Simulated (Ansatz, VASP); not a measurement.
## Two plane-wave programs on KNa26Cl27

```
CELL_PARAMETERS angstrom
8.58000 0.00000 0.00000
0.00000 8.58000 0.00000
0.00000 0.00000 8.58000
ATOMIC_POSITIONS crystal
K 0.00000 0.00000 0.00000
Na 0.00000 0.00000 0.33333
Na 0.00000 0.00000 0.66667
Na 0.00000 0.33333 0.00000
Na 0.00000 0.33333 0.33333
Na 0.00000 0.33333 0.66667
Na 0.00000 0.66667 0.00000
Na 0.00000 0.66667 0.33333
Na 0.00000 0.66667 0.66667
Na 0.33333 0.00000 0.00000
Na 0.33333 0.00000 0.33333
Na 0.33333 0.00000 0.66667
Na 0.33333 0.33333 0.00000
Na 0.33333 0.33333 0.33333
Na 0.33333 0.33333 0.66667
Na 0.33333 0.66667 0.00000
Na 0.33333 0.66667 0.33333
Na 0.33333 0.66667 0.66667
Na 0.66667 0.00000 0.00000
Na 0.66667 0.00000 0.33333
Na 0.66667 0.00000 0.66667
Na 0.66667 0.33333 0.00000
Na 0.66667 0.33333 0.33333
Na 0.66667 0.33333 0.66667
Na 0.66667 0.66667 0.00000
Na 0.66667 0.66667 0.33333
Na 0.66667 0.66667 0.66667
Cl 0.16667 0.16667 0.16667
Cl 0.16667 0.16667 0.50000
Cl 0.16667 0.16667 0.83333
Cl 0.16667 0.50000 0.16667
Cl 0.16667 0.50000 0.50000
Cl 0.16667 0.50000 0.83333
Cl 0.16667 0.83333 0.16667
Cl 0.16667 0.83333 0.50000
Cl 0.16667 0.83333 0.83333
Cl 0.50000 0.16667 0.16667
Cl 0.50000 0.16667 0.50000
Cl 0.50000 0.16667 0.83333
Cl 0.50000 0.50000 0.16667
Cl 0.50000 0.50000 0.50000
Cl 0.50000 0.50000 0.83333
Cl 0.50000 0.83333 0.16667
Cl 0.50000 0.83333 0.50000
Cl 0.50000 0.83333 0.83333
Cl 0.83333 0.16667 0.16667
Cl 0.83333 0.16667 0.50000
Cl 0.83333 0.16667 0.83333
Cl 0.83333 0.50000 0.16667
Cl 0.83333 0.50000 0.50000
Cl 0.83333 0.50000 0.83333
Cl 0.83333 0.83333 0.16667
Cl 0.83333 0.83333 0.50000
Cl 0.83333 0.83333 0.83333
```

Alike in both runs: task electric field gradients; functional PBE; k mesh 2 × 2 × 2; no spin polarisation.

|  | VASP | Ansatz |
| --- | --- | --- |
| version | VASP 6.6.1 | Ansatz 0.2.0 |
| potentials or method | VASP PAW PBE potentials, release 64 (K_sv, Na_pv, Cl) | plane-wave PAW, scalar-relativistic |
| plane-wave cutoff (eV) | 400 | 420 |
| occupations | methfessel-paxton of order 1, width 0.05 eV | cold, width 0.05 eV |
| valence electrons in the cell | 380 | 432 |

Ansatz gave:

| Property | Result |
| --- | --- |
| gap on the k mesh at the Fermi level (eV) | 4.32 |
| rms of the force components (eV/Å) | 0.308 |
| size of Vzz on the site where it differs most (V/Å²) | 20.2 |

**Question.** What did VASP give for the same quantities?

**Answer.** gap on the k mesh at the Fermi level (eV): 4.36; rms of the force components (eV/Å): 0.321; size of Vzz on the site where it differs most (V/Å²): 19.8.

Atom by atom the forces differ by 0.012 eV/Å (rms over components). VASP's potentials hold 380 valence electrons a cell and Ansatz's 432, so a difference there can come from the potentials and not from the codes.
